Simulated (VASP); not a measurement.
Runs of VASP 6.6.1 on Rb. The structure is that of space group Im-3m (No. 229), or close to it. The cells are those of the table. 

```tsv
cell	gap on the mesh (eV)	pressure (GPa)
a = 4.924 Å, angles 109.5°, 1 atom	none	(a)
a = 4.892 Å, angles 109.5°, 1 atom	none	-0.1
a = 4.844 Å, angles 109.5°, 1 atom	none	0.0
a = 4.876 Å, angles 109.5°, 1 atom	none	-0.1
```

Alike in all rows: level PBEsol; potentials or basis VASP PAW PBE potentials, release 64 (Rb_sv); no spin polarisation; k mesh 8 × 8 × 8; cutoff (eV) 520; smearing fermi-dirac 0.05 eV.

Q: Fill in the values left out.

A: (a) -0.2.

Caveats: the PAW data sets were made with another functional, which shifts forces and pressure a little.

A k mesh can miss the band edges, and the runs leave out spin-orbit coupling on Rb.

A gap of «none» marks levels without a gap at the run's occupations.
